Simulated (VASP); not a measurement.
A run of VASP 6.6.1:

INCAR

```
ALGO     = Normal         # electronic algorithm
EDIFF    = 1E-7           # SCF threshold, eV
ENCUT    = 520            # plane-wave cutoff, eV
GGA      = PE             # functional
ISIF     = 2              # what is computed and relaxed
ISMEAR   = -1             # smearing method
LASPH    = True           # aspherical terms in the spheres
LCHARG   = False          # write CHGCAR
LREAL    = False          # projectors in reciprocal space
LWAVE    = False          # write WAVECAR
NBANDS   = 22             # bands
NELM     = 100            # most SCF steps
PREC     = Accurate       # precision mode
SIGMA    = 0.05           # smearing width, eV
```

The input KPOINTS:

```
k-points
0
Gamma
  13 13 13
```

File POSCAR:

```
Rh
1.0
    0.0000000000      2.5371679847      2.5371679847
    2.5371679847      0.0000000000      2.5371679847
    2.5371679847      2.5371679847      0.0000000000
Rh
2
Direct
   -0.1250000000     -0.1250000000     -0.1250000000
    0.1250000000      0.1250000000      0.1250000000
```

Potentials or basis: VASP PAW PBE potentials, release 64 (Rh_pv).

Launch:

```bash
$ cat potpaw_PBE.64/Rh_pv/POTCAR > POTCAR
$ mpirun -np 1 vasp_std > vasp.out
```

Hardware: 1 thread of Intel(R) Xeon(R) 6975P-C (Granite Rapids), with other jobs on the host.

Problem. How long does it take, and how much memory?

Solution. It took 29 s on 1 thread of Intel(R) Xeon(R) 6975P-C (Granite Rapids) (shared host), peak memory 0.18 GiB. Counts: scf iterations 12, k points 84.
